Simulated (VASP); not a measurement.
# Pd (Fm-3m) in VASP: a series of runs

Pd is run at these levels: PBE; tasks: single point.

Program: VASP 6.6.1. These are calculated values, not measurements. Logs are shortened: lines on timing, memory, paths and dates and some standing lists are left out, and cuts for length are marked.

### 1 The cell of the first run

Symmetry: Fm-3m, No. 225, cubic system. Conventional cell: a = 3.947 Å, b = 3.947 Å, c = 3.947 Å, α = 90.00°, β = 90.00°, γ = 90.00°. Pd (site symmetry m-3m) has 12 Pd at 2.79 Å within 3.7 Å.

### 2 Single point, PBE

INCAR reads:

```
SYSTEM = Pd
  PREC = Accurate
  ENCUT = 520
  EDIFF = 1E-6
  ISMEAR = -1
  SIGMA = 0.1
  LREAL = .False.
  LASPH = .True.
  NELM = 80
  ALGO = Normal
  ISIF = 2
  LWAVE = .False.
  LCHARG = .False.
  GGA = PE
  NBANDS = 11
```

KPOINTS reads:

```
regular mesh
0
Gamma
  11 11 11
  0 0 0
```

POSCAR reads:

```
Pd
1.0
    0.0000000000      1.9734737307      1.9734737307
    1.9734737307      0.0000000000      1.9734737307
    1.9734737307      1.9734737307      0.0000000000
Pd
1
Direct
    0.0000000000      0.0000000000      0.0000000000
```

Potentials or basis: VASP PAW PBE potentials, release 64 (Pd).

On the command line:

```bash
$ cat potpaw_PBE.64/Pd/POTCAR > POTCAR
$ mpirun -np 1 vasp_std > vasp.out
```

OUTCAR:

```text
SYSTEM = Pd
   PREC = Accurate
   ENCUT = 520
   EDIFF = 1E-6
   ISMEAR = -1
   LREAL = .False.
   LASPH = .True.
   NELM = 80
   ISIF = 2
   GGA = PE

 ion  position               nearest neighbor table
   1  0.000  0.000  0.000-

  LATTYP: Found a face centered cubic cell.
 ALAT       =     3.9469474614

  Lattice vectors:

 A1 = (   0.0000000000,   1.9734737307,   1.9734737307)
 A2 = (   1.9734737307,   0.0000000000,   1.9734737307)
 A3 = (   1.9734737307,   1.9734737307,   0.0000000000)

Analysis of symmetry for initial positions (statically):
=====================================================================
 Subroutine PRICEL returns:
 Original cell was already a primitive cell.

 Routine SETGRP: Setting up the symmetry group for a
 face centered cubic supercell.

 Subroutine GETGRP returns: Found 48 space group operations
 (whereof 48 operations were pure point group operations)
 out of a pool of 48 trial point group operations.

The static configuration has the point symmetry O_h .

Analysis of symmetry for dynamics (positions and initial velocities):
=====================================================================
 Subroutine PRICEL returns:
 Original cell was already a primitive cell.

 Routine SETGRP: Setting up the symmetry group for a
 face centered cubic supercell.

 Subroutine GETGRP returns: Found 48 space group operations
 (whereof 48 operations were pure point group operations)
 out of a pool of 48 trial point group operations.

The dynamic configuration has the point symmetry O_h .

 Subroutine INISYM returns: Found 48 space group operations
 (whereof 48 operations are pure point group operations),
 and found     1 'primitive' translations

----------------------------------------------------------------------------------------

                                     Primitive cell

  volume of cell :      15.3718

  direct lattice vectors                    reciprocal lattice vectors
     0.000000000  1.973473731  1.973473731    -0.253360352  0.253360352  0.253360352
     1.973473731  0.000000000  1.973473731     0.253360352 -0.253360352  0.253360352
     1.973473731  1.973473731  0.000000000     0.253360352  0.253360352 -0.253360352

  length of vectors
     2.790913315  2.790913315  2.790913315     0.438833003  0.438833003  0.438833003

  position of ions in fractional coordinates (direct lattice)
     0.000000000  0.000000000  0.000000000

  ion indices of the primitive-cell ions
   primitive index   ion index
                 1           1

----------------------------------------------------------------------------------------

 KPOINTS: regular mesh

Automatic generation of k-mesh.
 Grid dimensions read from file:
 generate k-points for:   11   11   11

 Generating k-lattice:

  Cartesian coordinates                     Fractional coordinates (reciprocal lattice)
    -0.023032759  0.023032759  0.023032759     0.090909091  0.000000000  0.000000000
     0.023032759 -0.023032759  0.023032759     0.000000000  0.090909091  0.000000000
     0.023032759  0.023032759 -0.023032759     0.000000000  0.000000000  0.090909091

  Length of vectors
     0.039893909  0.039893909  0.039893909

  Shift w.r.t. Gamma in fractional coordinates (k-lattice)
     0.000000000  0.000000000  0.000000000

 Subroutine IBZKPT returns following result:
 ===========================================

 Found     56 irreducible k-points:

 Following reciprocal coordinates:
            Coordinates               Weight
  0.000000  0.000000  0.000000      1.000000
  0.090909  0.000000  0.000000      8.000000
  0.181818  0.000000  0.000000      8.000000
  0.272727  0.000000  0.000000      8.000000
  0.363636  0.000000  0.000000      8.000000
  0.454545  0.000000  0.000000      8.000000
[... 16 lines left out ...]
 -0.272727  0.181818  0.000000     24.000000
 -0.181818  0.181818  0.000000     12.000000
 [... further k-points ...]
   k-points           NKPTS =     56   k-points in BZ     NKDIM =     56   number of bands    NBANDS=     11
   number of dos      NEDOS =    301   number of ions     NIONS =      1
   total plane-waves  NPLWV =  13824
   dimension x,y,z NGX =    24 NGY =   24 NGZ =   24
   dimension x,y,z NGXF=    48 NGYF=   48 NGZF=   48
   ions per type =               1
   NGX,Y,Z   is equivalent  to a cutoff of  14.30, 14.30, 14.30 a.u.
   NGXF,Y,Z  is equivalent  to a cutoff of  28.59, 28.59, 28.59 a.u.
 SYSTEM =  Pd
   PREC   = accura    normal or accurate (medium, high low for compatibility)
   ISTART =      0    job   : 0-new  1-cont  2-samecut
   ICHARG =      2    charge: 1-file 2-atom 10-const
   ISPIN  =      1    spin polarized calculation?
   LNONCOLLINEAR =      F non collinear calculations
   LSORBIT =      F    spin-orbit coupling
   LASPH  =      T    aspherical Exc in radial PAW
   ENCUT  =  520.0 eV  38.22 Ry    6.18 a.u.   5.19  5.19  5.19*2*pi/ulx,y,z
   NELM   =     80;   NELMIN=  2; NELMDL= -5     # of ELM steps
   EDIFF  = 0.1E-05   stopping-criterion for ELM
   LREAL  =      F    real-space projection
   EDIFFG = 0.1E-04   stopping-criterion for IOM
   NSW    =      0    number of steps for IOM
   IBRION =     -1    ionic relax: 0-MD 1-quasi-New 2-CG
   NFREE  =      0    steps in history (QN), initial steepest desc. (CG)
   ISIF   =      2    stress and relaxation
   ISYM   =      2    0-nonsym 1-usesym 2-fastsym
   POTIM  = 0.5000    time-step for ionic-motion
   TEBEG  =    0.0;   TEEND  =   0.0 temperature during run
   PSTRESS=    0.0 pullay stress
   NELECT =      10.0000    total number of electrons
   NUPDOWN=      -1.0000    fix difference up-down
   EMIN   =  10.00;   EMAX   =-10.00  energy-range for DOS
   EFERMI =   0.00;   METHOD = LEGACY
   ISMEAR =    -1;   SIGMA  =   0.10  broadening in eV -4-tet -1-fermi 0-gaus
   EFERMI_NEDOS =   21; number of points for ismear=-14 and -15
   IALGO  =     38    algorithm
   IMIX   =      4    mixing-type and parameters
     AMIX     =   0.40;   BMIX     =  1.00
     AMIX_MAG =   1.60;   BMIX_MAG =  1.00
  volume/ion in A,a.u.               =      15.37       103.73
  Fermi-wavevector in a.u.,A,eV,Ry     =   1.418514  2.680602 27.377380  2.012181
  Thomas-Fermi vector in A             =   2.539631
   LORBIT       =      0    0 simple, 1 ext, 2 COOP (PROOUT), +10 PAW based schemes
   GGA     = PE    functional components
   LHFCALC =     F    Hartree Fock is set to
   AEXX    =    0.0000 exact exchange contribution
   IVDW    =     0    specifies the selected vdW correction
   LEPSILON=     F    determine dielectric tensor
   LRPA    =     F    only Hartree local field effects (RPA)
 non-spin polarized calculation
  energy-cutoff  :      520.00
  volume of cell :       15.37
 maximum number of plane-waves:       428
 NGX is ok and might be reduce to    24
   NGX = 11   NGY = 11   NGZ = 11

 number of electron      10.0000000 magnetization

 Free energy of the ion-electron system (eV)
  ---------------------------------------------------
  ext. energy  EPLUGINS =         0.00000000
  ---------------------------------------------------
  free energy    TOTEN  =        -5.24407027 eV

  energy without entropy =       -5.17214946  energy(sigma->0) =       -5.20810986

 E-fermi :   9.1413     XC(G=0): -12.9281

 val. band max:        9.1205085687   @ k =   0.4545   0.1818   0.0000
 cond. band min:       9.1621009346   @ k =   0.4545   0.2727   0.0000
 fundamental gap:      0.0415923660
 Fermi energy:         9.1413104167

 k-point     1 :       0.0000    0.0000    0.0000
  band No.  band energies     occupation
      1       2.2773      2.00000
      2       6.4505      2.00000
      3       6.4505      2.00000
      4       6.4505      2.00000
      5       7.9527      1.99999
      6       7.9527      1.99999
      7      26.2677      0.00000
      8      30.8068      0.00000
      9      30.8068      0.00000
     10      30.8068      0.00000
     11      35.4306      0.00000

 k-point     2 :       0.0909    0.0000    0.0000
  band No.  band energies     occupation
      1       2.5636      2.00000
      2       6.3576      2.00000
      3       6.5440      2.00000
      4       6.5440      2.00000
      5       7.9119      1.99999
      6       7.9119      1.99999
      7      26.5169      0.00000
      8      29.1015      0.00000
      9      31.1100      0.00000
     10      31.1100      0.00000
     11      35.6253      0.00000

 k-point     3 :       0.1818    0.0000    0.0000
  band No.  band energies     occupation
      1       3.3214      2.00000
      2       6.2256      2.00000
      3       6.7129      2.00000
      4       6.7129      2.00000
      5       7.9096      1.99999
      6       7.9096      1.99999
      7      25.6425      0.00000
      8      27.4446      0.00000
      9      31.8441      0.00000
     10      31.8441      0.00000
     11      34.6813      0.00000

 k-point     4 :       0.2727    0.0000    0.0000
  band No.  band energies     occupation
      1       4.0591      2.00000
      2       6.6246      2.00000
      3       6.6997      2.00000
      4       6.6997      2.00000
      5       8.2006      1.99984
      6       8.2006      1.99984
      7      22.4500      0.00000
      8      27.0583      0.00000
      9      32.1119      0.00000
     10      32.1119      0.00000
     11      34.7501      0.00000

 k-point     5 :       0.3636    0.0000    0.0000
  band No.  band energies     occupation
      1       4.2058      2.00000
      2       6.5419      2.00000
      3       6.5419      2.00000
      4       8.1070      1.99994
      5       8.6816      1.98003
      6       8.6816      1.98003
      7      19.1517      0.00000
      8      26.2313      0.00000
      9      30.9189      0.00000
     10      30.9189      0.00000
     11      35.2025      0.00000
[... 211 lines left out ...]
 k-point    21 :      -0.4545    0.1818    0.0000
  band No.  band energies     occupation
      1       4.7399      2.00000
      2       5.9308      2.00000
      3       7.0243      2.00000
      4       7.1429      2.00000
      5       9.0264      1.51853
      6      13.0370      0.00000
      7      16.1904      0.00000
      8      24.5398      0.00000
      9      27.6505      0.00000
     10      27.8508      0.00000
     11      35.6045      0.00000

 k-point    22 :      -0.3636    0.1818    0.0000
  band No.  band energies     occupation
      1       4.8699      2.00000
      2       6.0238      2.00000
      3       7.0042      2.00000
      4       7.0249      2.00000
      5       8.5691      1.99348
      6      12.1117      0.00000
      7      17.7003      0.00000
      8      23.9914      0.00000
      9      27.8102      0.00000
     10      29.2528      0.00000
     11      35.5014      0.00000

 k-point    23 :      -0.2727    0.1818    0.0000
  band No.  band energies     occupation
      1       5.0320      2.00000
      2       6.1127      2.00000
      3       6.4730      2.00000
      4       7.1142      2.00000
      5       7.9276      1.99999
      6      10.5024      0.00000
      7      20.8619      0.00000
      8      23.9765      0.00000
      9      28.5260      0.00000
     10      31.5016      0.00000
     11      33.3763      0.00000

 k-point    24 :      -0.1818    0.1818    0.0000
  band No.  band energies     occupation
      1       4.6788      2.00000
      2       5.8133      2.00000
      3       6.6428      2.00000
      4       7.3040      2.00000
      5       7.3478      2.00000
      6       9.2621      0.46013
      7      23.8648      0.00000
      8      24.7051      0.00000
      9      29.9765      0.00000
     10      31.4186      0.00000
     11      33.6469      0.00000

 [... further k-points ...]

------------------------ aborting loop because EDIFF is reached ----------------------------------------

  FORCE on cell =-STRESS in cart. coord.  units (eV):
  Direction    XX          YY          ZZ          XY          YZ          ZX
  --------------------------------------------------------------------------------------
  -------------------------------------------------------------------------------------
  Total       -0.0153058     -0.0153058     -0.0153058      0.0000000     -0.0000000      0.0000000
  in kB       -1.5953046     -1.5953046     -1.5953046      0.0000000     -0.0000000      0.0000000
  external PRESSURE =      -1.5953046 kB  Pullay stress =       0.0000000 kB

 VOLUME and BASIS-vectors are now :
 -----------------------------------------------------------------------------
  energy-cutoff  :      520.00
  volume of cell :       15.37
      direct lattice vectors                 reciprocal lattice vectors
     0.000000000  1.973473731  1.973473731    -0.253360352  0.253360352  0.253360352
     1.973473731  0.000000000  1.973473731     0.253360352 -0.253360352  0.253360352
     1.973473731  1.973473731  0.000000000     0.253360352  0.253360352 -0.253360352

 POSITION                                       TOTAL-FORCE (eV/Angst)
 -----------------------------------------------------------------------------------
      0.00000      0.00000      0.00000         0.000000     -0.000000     -0.000000
 -----------------------------------------------------------------------------------
    total drift:                               -0.000000      0.000000     -0.000000

  FREE ENERGIE OF THE ION-ELECTRON SYSTEM (eV)
  ---------------------------------------------------
  free  energy   TOTEN  =        -5.2440702703 eV

  energy  without entropy=       -5.1721494568  energy(sigma->0) =       -5.20810986
```

It took 3.7 s on 1 thread of Intel Xeon 6975P-C (Granite Rapids), shared host; peak memory 0.14 GiB.

What came out:

```yaml
Free_energy: -5.2441 eV
Pressure: -0.2 GPa
Band_gap_on_the_k_mesh: zero (band 5 reaches 9.31 eV, above the bottom of band 6 at 7.91 eV)
```

### 3 Single point, PBE, collinear spin, ferromagnetic start

INCAR reads:

```
SYSTEM = Pd
ALGO = Normal
EDIFF = 1E-6
ENCUT = 520
GGA = PE
ISIF = 2
ISMEAR = -1
ISPIN = 2
LASPH = .True.
LCHARG = .False.
LMAXMIX = 4
LORBIT = 11
LREAL = .False.
LWAVE = .False.
MAGMOM = 0.288
NBANDS = 15
NELM = 150
PREC = Accurate
SIGMA = 0.05
```

KPOINTS reads:

```
k-points
0
Gamma
  7 7 7
  0 0 0
```

POSCAR reads:

```
Pd
1.0
    0.0000000000      1.9737080107      1.9737080107
    1.9737080107      0.0000000000      1.9737080107
    1.9737080107      1.9737080107      0.0000000000
Pd
1
Direct
    0.0000000000      0.0000000000      0.0000000000
```

Potentials or basis: VASP PAW PBE potentials, release 64 (Pd).

On the command line:

```bash
$ cat potpaw_PBE.64/Pd/POTCAR > POTCAR
$ mpirun -np 1 vasp_std > vasp.out
```

OUTCAR:

```text
SYSTEM = Pd
   EDIFF = 1E-6
   ENCUT = 520
   GGA = PE
   ISIF = 2
   ISMEAR = -1
   ISPIN = 2
   LASPH = .True.
   LORBIT = 11
   LREAL = .False.
   NELM = 150
   PREC = Accurate

 ion  position               nearest neighbor table
   1  0.000  0.000  0.000-

  LATTYP: Found a face centered cubic cell.
 ALAT       =     3.9474160214

  Lattice vectors:

 A1 = (   0.0000000000,   1.9737080107,   1.9737080107)
 A2 = (   1.9737080107,   0.0000000000,   1.9737080107)
 A3 = (   1.9737080107,   1.9737080107,   0.0000000000)

Analysis of symmetry for initial positions (statically):
=====================================================================
 Subroutine PRICEL returns:
 Original cell was already a primitive cell.

 Routine SETGRP: Setting up the symmetry group for a
 face centered cubic supercell.

 Subroutine GETGRP returns: Found 48 space group operations
 (whereof 48 operations were pure point group operations)
[... 551 lines left out ...]
      7      26.2575      0.00000
      8      30.7915      0.00000
      9      30.7915      0.00000
     10      30.7915      0.00000
     11      35.6183      0.00000
     12      36.2285      0.00000
     13      38.9133      0.00000
     14      38.9133      0.00000
[... 329 lines left out ...]
      2       5.7027      1.00000
      3       6.5508      1.00000
      4       8.0496      1.00000
      5       9.3573      0.04123
      6      16.6840      0.00000
      7      17.3323      0.00000
      8      19.6730      0.00000
      9      22.4822      0.00000
     10      31.9734      0.00000
     11      35.6872      0.00000
     12      35.9306      0.00000
     13      38.2797      0.00000
     14      42.3235      0.00000
     15      42.7837      0.00000

------------------------ aborting loop because EDIFF is reached ----------------------------------------

  FORCE on cell =-STRESS in cart. coord.  units (eV):
  Direction    XX          YY          ZZ          XY          YZ          ZX
  --------------------------------------------------------------------------------------
  -------------------------------------------------------------------------------------
  Total       -0.0005497     -0.0005497     -0.0005497     -0.0000000     -0.0000000      0.0000000
  in kB       -0.0572771     -0.0572771     -0.0572771     -0.0000000     -0.0000000      0.0000000
  external PRESSURE =      -0.0572771 kB  Pullay stress =       0.0000000 kB

 VOLUME and BASIS-vectors are now :
 -----------------------------------------------------------------------------
  energy-cutoff  :      520.00
  volume of cell :       15.38
      direct lattice vectors                 reciprocal lattice vectors
     0.000000000  1.973708011  1.973708011    -0.253330278  0.253330278  0.253330278
     1.973708011  0.000000000  1.973708011     0.253330278 -0.253330278  0.253330278
     1.973708011  1.973708011  0.000000000     0.253330278  0.253330278 -0.253330278

 POSITION                                       TOTAL-FORCE (eV/Angst)
 -----------------------------------------------------------------------------------
      0.00000      0.00000      0.00000         0.000000      0.000000     -0.000000
 -----------------------------------------------------------------------------------
    total drift:                               -0.000000      0.000000     -0.000000

  FREE ENERGIE OF THE ION-ELECTRON SYSTEM (eV)
  ---------------------------------------------------
  free  energy   TOTEN  =        -5.2440666283 eV

  energy  without entropy=       -5.2301593873  energy(sigma->0) =       -5.23711301

 total charge

# of ion       s       p       d       tot
------------------------------------------
    1        0.467   0.424   8.473   9.364

 magnetization (x)

# of ion       s       p       d       tot
------------------------------------------
    1       -0.005  -0.010   0.378   0.363
```

OSZICAR:

```text
N       E                     dE             d eps       ncg     rms          rms(c)
DAV:   1     0.476994795589E+02    0.47699E+02   -0.44476E+03  1216   0.582E+02
DAV:   2    -0.463923159196E+01   -0.52339E+02   -0.50185E+02  1592   0.161E+02
DAV:   3    -0.549782629357E+01   -0.85859E+00   -0.85126E+00  1599   0.203E+01
DAV:   4    -0.550047036845E+01   -0.26441E-02   -0.26439E-02  1468   0.119E+00
DAV:   5    -0.550048855630E+01   -0.18188E-04   -0.18187E-04  1593   0.889E-02    0.695E+00
DAV:   6    -0.525272116021E+01    0.24777E+00   -0.97190E-01  1669   0.621E+00    0.345E+00
DAV:   7    -0.524689394599E+01    0.58272E-02   -0.44363E-03  1425   0.490E-01    0.195E+00
DAV:   8    -0.524380255101E+01    0.30914E-02   -0.33584E-03  1627   0.287E-01    0.427E-01
DAV:   9    -0.524400709367E+01   -0.20454E-03   -0.12903E-04  1475   0.739E-02    0.879E-02
DAV:  10    -0.524405818017E+01   -0.51086E-04   -0.21537E-04  1683   0.729E-02    0.253E-02
DAV:  11    -0.524406524525E+01   -0.70651E-05   -0.56701E-06  1474   0.166E-02    0.128E-02
DAV:  12    -0.524406658861E+01   -0.13434E-05   -0.19316E-06  1362   0.648E-03    0.287E-03
DAV:  13    -0.524406662830E+01   -0.39690E-07   -0.15447E-07   908   0.276E-03
   1 F= -.52440666E+01 E0= -.52371130E+01  d E =-.139072E-01  mag=     0.3600
```

Wall time 5.2 s (1 thread of Intel Xeon 6975P-C (Granite Rapids), shared host); peak memory 0.15 GiB.

What came out:

* Free energy: -5.2441 eV
* Pressure: 0.0 GPa
* Net moment: 0.36 μB per cell
* Site moments: Pd +0.36 μB
* Valence electrons inside the program's atomic spheres: Pd 9.36

Caveat: the k points lie up to 0.39 Å⁻¹ apart.
